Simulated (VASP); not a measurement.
# LaN (P4/nmm) in VASP: single point with LDA

Aim: the single point of LaN with LDA.

Program: VASP 6.6.1. These are calculated values, not measurements. Logs are shortened: lines on timing, memory, paths and dates and some standing lists are left out, and cuts for length are marked.

## 1. The cell of the first run

The structure is tetragonal, space group P4/nmm (No. 129). The conventional cell has a = 4.458 Å, b = 4.458 Å, c = 3.756 Å, α = 90.00°, β = 90.00°, γ = 90.00°. Within 3.2 Å of La (site symmetry 4mm) lie 4 N at 2.44 Å. Within 3.2 Å of N (site symmetry -4m2) lie 4 La at 2.44 Å and 4 N at 3.15 Å.

## 2. Single point, LDA

INCAR

```
SYSTEM = LaN
PREC = Accurate
ENCUT = 600
EDIFF = 1E-6
ISMEAR = -1
SIGMA = 0.1
LREAL = .False.
LASPH = .True.
NELM = 200
ALGO = Normal
ISIF = 2
LWAVE = .False.
LCHARG = .False.
GGA = CA
NBANDS = 24
GGA_COMPAT = .False.
LMAXMIX = 6
```

KPOINTS

```
regular mesh
0
Gamma
  4 4 6
  0 0 0
```

POSCAR

```
LaN
1.0
    4.4584850000      0.0000000000      0.0000000000
    0.0000000000      4.4584850000      0.0000000000
    0.0000000000      0.0000000000      3.7561090000
La N
2 2
Direct
    0.5000000000      0.0000000000      0.2614900000
    0.0000000000      0.5000000000      0.7385100000
    0.5000000000      0.5000000000      0.0000000000
    0.0000000000      0.0000000000      0.0000000000
```

Potentials or basis: VASP PAW LDA potentials, release 64 (La, N).

Command:

```bash
$ cat potpaw_LDA.64/La/POTCAR potpaw_LDA.64/N/POTCAR > POTCAR
$ mpirun -np 1 vasp_std > vasp.out
```

OUTCAR:

```text
SYSTEM = LaN
   PREC = Accurate
   ENCUT = 600
   EDIFF = 1E-6
   ISMEAR = -1
   LREAL = .False.
   LASPH = .True.
   NELM = 200
   ISIF = 2
   GGA = CA

 ion  position               nearest neighbor table
   1  0.500  0.000  0.261-   3 2.44   4 2.44   3 2.44   4 2.44   2 3.63   2 3.63   2 3.63   2 3.63

   2  0.000  0.500  0.739-   3 2.44   4 2.44   4 2.44   3 2.44   1 3.63   1 3.63   1 3.63   1 3.63

   3  0.500  0.500  0.000-   1 2.44   2 2.44   1 2.44   2 2.44
   4  0.000  0.000  0.000-   1 2.44   2 2.44   2 2.44   1 2.44

  LATTYP: Found a simple tetragonal cell.
 ALAT       =     4.4584850000
 C/A-ratio  =     0.8424630788

  Lattice vectors:

 A1 = (   4.4584850000,   0.0000000000,   0.0000000000)
 A2 = (   0.0000000000,   4.4584850000,   0.0000000000)
 A3 = (   0.0000000000,   0.0000000000,   3.7561090000)

Analysis of symmetry for initial positions (statically):
=====================================================================
 Subroutine PRICEL returns:
 Original cell was already a primitive cell.

 Routine SETGRP: Setting up the symmetry group for a
 simple tetragonal supercell.

 Subroutine GETGRP returns: Found 16 space group operations
 (whereof  8 operations were pure point group operations)
 out of a pool of 16 trial point group operations.

The static configuration has the point symmetry D_2d.
 The point group associated with its full space group is D_4h.

Analysis of symmetry for dynamics (positions and initial velocities):
=====================================================================
 Subroutine PRICEL returns:
 Original cell was already a primitive cell.

 Routine SETGRP: Setting up the symmetry group for a
 simple tetragonal supercell.

 Subroutine GETGRP returns: Found 16 space group operations
 (whereof  8 operations were pure point group operations)
 out of a pool of 16 trial point group operations.

The dynamic configuration has the point symmetry D_2d.
 The point group associated with its full space group is D_4h.

 Subroutine INISYM returns: Found 16 space group operations
 (whereof  8 operations are pure point group operations),
 and found     1 'primitive' translations

----------------------------------------------------------------------------------------

                                     Primitive cell

  volume of cell :      74.6643

  direct lattice vectors                    reciprocal lattice vectors
     4.458485000  0.000000000  0.000000000     0.224291435  0.000000000  0.000000000
[... 89 lines left out ...]
   EDIFF  = 0.1E-05   stopping-criterion for ELM
   LREAL  =      F    real-space projection
   EDIFFG = 0.1E-04   stopping-criterion for IOM
   NSW    =      0    number of steps for IOM
   IBRION =     -1    ionic relax: 0-MD 1-quasi-New 2-CG
   NFREE  =      0    steps in history (QN), initial steepest desc. (CG)
   ISIF   =      2    stress and relaxation
   ISYM   =      2    0-nonsym 1-usesym 2-fastsym
   POTIM  = 0.5000    time-step for ionic-motion
   TEBEG  =    0.0;   TEEND  =   0.0 temperature during run
   PSTRESS=    0.0 pullay stress
   NELECT =      32.0000    total number of electrons
   NUPDOWN=      -1.0000    fix difference up-down
   EMIN   =  10.00;   EMAX   =-10.00  energy-range for DOS
   EFERMI =   0.00;   METHOD = LEGACY
   ISMEAR =    -1;   SIGMA  =   0.10  broadening in eV -4-tet -1-fermi 0-gaus
   EFERMI_NEDOS =   21; number of points for ismear=-14 and -15
   IALGO  =     38    algorithm
   IMIX   =      4    mixing-type and parameters
     AMIX     =   0.40;   BMIX     =  1.00
     AMIX_MAG =   1.60;   BMIX_MAG =  1.00
  volume/ion in A,a.u.               =      18.67       125.96
  Fermi-wavevector in a.u.,A,eV,Ry     =   1.234300  2.332488 20.728412  1.523495
  Thomas-Fermi vector in A             =   2.368995
   LORBIT       =      0    0 simple, 1 ext, 2 COOP (PROOUT), +10 PAW based schemes
   GGA     = CA    functional components
   LHFCALC =     F    Hartree Fock is set to
   AEXX    =    0.0000 exact exchange contribution
   IVDW    =     0    specifies the selected vdW correction
   LEPSILON=     F    determine dielectric tensor
   LRPA    =     F    only Hartree local field effects (RPA)
 non-spin polarized calculation
  energy-cutoff  :      600.00
  volume of cell :       74.66
 maximum number of plane-waves:      2520
 NGX is ok and might be reduce to    36
   NGX = 17   NGY = 17   NGZ = 15

 number of electron      32.0000005 magnetization

 Free energy of the ion-electron system (eV)
  ---------------------------------------------------
  ext. energy  EPLUGINS =         0.00000000
  ---------------------------------------------------
  free energy    TOTEN  =       -34.56167161 eV

  energy without entropy =      -34.56160407  energy(sigma->0) =      -34.56163784

 E-fermi :   8.6319     XC(G=0): -10.8854

 val. band max:        7.7916328816   @ k =   0.2500   0.2500   0.0000
 cond. band min:       9.4145233503   @ k =   0.0000   0.0000   0.0000
 fundamental gap:      1.6228904686
 Fermi energy:         8.6319258076

 k-point     1 :       0.0000    0.0000    0.0000
  band No.  band energies     occupation
      1     -23.3731      2.00000
      2     -22.9641      2.00000
      3      -7.7346      2.00000
      4      -7.7346      2.00000
      5      -7.5692      2.00000
      6      -6.5119      2.00000
[... 637 lines left out ...]
     23      11.2435      0.00000
     24      11.2435      0.00000

------------------------ aborting loop because EDIFF is reached ----------------------------------------

  FORCE on cell =-STRESS in cart. coord.  units (eV):
  Direction    XX          YY          ZZ          XY          YZ          ZX
  --------------------------------------------------------------------------------------
  -------------------------------------------------------------------------------------
  Total       -3.5009400     -3.5009400     -2.5360913      0.0000000      0.0000000      0.0000000
  in kB      -75.1246476    -75.1246476    -54.4205162      0.0000000      0.0000000      0.0000000
  external PRESSURE =     -68.2232705 kB  Pullay stress =       0.0000000 kB

 VOLUME and BASIS-vectors are now :
 -----------------------------------------------------------------------------
  energy-cutoff  :      600.00
  volume of cell :       74.66
      direct lattice vectors                 reciprocal lattice vectors
     4.458485000  0.000000000  0.000000000     0.224291435  0.000000000  0.000000000
     0.000000000  4.458485000  0.000000000     0.000000000  0.224291435  0.000000000
     0.000000000  0.000000000  3.756109000     0.000000000  0.000000000  0.266232955

 POSITION                                       TOTAL-FORCE (eV/Angst)
 -----------------------------------------------------------------------------------
      2.22924      0.00000      0.98218        -0.000000      0.000000     -0.222303
      0.00000      2.22924      2.77392         0.000000      0.000000      0.222303
      2.22924      2.22924      0.00000        -0.000000      0.000000     -0.000000
      0.00000      0.00000      0.00000         0.000000     -0.000000     -0.000000
 -----------------------------------------------------------------------------------
    total drift:                                0.000000      0.000000      0.000000

  FREE ENERGIE OF THE ION-ELECTRON SYSTEM (eV)
  ---------------------------------------------------
  free  energy   TOTEN  =       -34.5616716073 eV

  energy  without entropy=      -34.5616040702  energy(sigma->0) =      -34.56163784
```

OSZICAR:

```text
N       E                     dE             d eps       ncg     rms          rms(c)
DAV:   1     0.351235589700E+03    0.35124E+03   -0.12807E+04  1152   0.227E+03
DAV:   2     0.381815759844E+02   -0.31305E+03   -0.30018E+03  1632   0.333E+02
DAV:   3    -0.335061068864E+02   -0.71688E+02   -0.69016E+02  1800   0.177E+02
DAV:   4    -0.397810695773E+02   -0.62750E+01   -0.61899E+01  2136   0.445E+01
DAV:   5    -0.402686915593E+02   -0.48762E+00   -0.48587E+00  2064   0.159E+01    0.138E+01
DAV:   6    -0.350820656422E+02    0.51866E+01   -0.55414E+01  1864   0.386E+01    0.779E+00
DAV:   7    -0.346529971099E+02    0.42907E+00   -0.83229E+00  2144   0.293E+01    0.375E+00
DAV:   8    -0.345990652147E+02    0.53932E-01   -0.10013E+00  2096   0.595E+00    0.133E+00
DAV:   9    -0.345602030369E+02    0.38862E-01   -0.25101E-01  2136   0.314E+00    0.395E-01
DAV:  10    -0.345623475050E+02   -0.21445E-02   -0.25406E-02  2008   0.106E+00    0.176E-01
DAV:  11    -0.345618720728E+02    0.47543E-03   -0.25077E-03  2104   0.462E-01    0.126E-01
DAV:  12    -0.345616955076E+02    0.17657E-03   -0.92507E-04  2008   0.159E-01    0.518E-02
DAV:  13    -0.345616651828E+02    0.30325E-04   -0.35475E-04  1952   0.105E-01    0.189E-02
DAV:  14    -0.345616722467E+02   -0.70638E-05   -0.49609E-05  1992   0.551E-02    0.205E-02
DAV:  15    -0.345616716073E+02    0.63935E-06   -0.36008E-06  1392   0.160E-02
   1 F= -.34561672E+02 E0= -.34561638E+02  d E =-.675371E-04
```

stdout:

```text
POSCAR found type information on POSCAR LaN
 POSCAR found :  2 types and       4 ions
 scaLAPACK will be used
 LDA part: xc-table for (Slater(with rela. corr.)+CA(PZ))
 , standard interpolation
 POSCAR, INCAR and KPOINTS ok, starting setup
 FFT: planning ... GRIDC
 FFT: planning ... GRID_SOFT
 FFT: planning ... GRID
 WAVECAR not read
 entering main loop
```

It took 58 s on 1 thread of Intel Xeon 8259CL, shared host; peak memory 0.17 GiB.

What came out:

```
Free energy            : -34.5617 eV
Pressure               : -6.8 GPa
Largest force          : 0.222 eV/Å
Band gap on the k mesh : 1.62 eV (least direct gap 1.89 eV)
```

Forces on the atoms (eV/Å):
```
La   0.000  0.000 -0.222
La   0.000  0.000  0.222
N    0.000  0.000  0.000
N    0.000  0.000  0.000
```

Stress tensor (GPa, compression positive):
```
-7.51  0.00  0.00
 0.00 -7.51  0.00
 0.00  0.00 -5.44
```

Levels at points of the mesh, in eV from the valence-band top:
```
           k point  band 13  band 14  band 15  band 16  band 17  band 18  band 19  band 20
(0.00, 0.00, 0.00)    -1.18    -1.11    -0.27    -0.27     1.62     1.67     2.49     3.23
(0.50, 0.00, 0.00)    -1.12    -1.12    -1.00    -1.00     1.78     1.78     2.66     2.66
(0.50, 0.50, 0.00)    -1.40    -1.40    -0.58    -0.58     1.76     1.76     2.38     2.38
(0.00, 0.00, 0.50)    -1.94    -1.94    -1.31    -1.31     2.60     2.83     3.27     3.42
(0.50, 0.00, 0.50)    -1.96    -1.96    -1.28    -1.28     3.13     3.13     3.43     3.43
(0.50, 0.50, 0.50)    -1.23    -1.23    -1.20    -1.20     2.74     2.74     2.76     2.76
```

Caveat: the cell stands under tension; spin-orbit coupling is left out, which moves the levels of the heavy elements. A k mesh can miss the band edges.
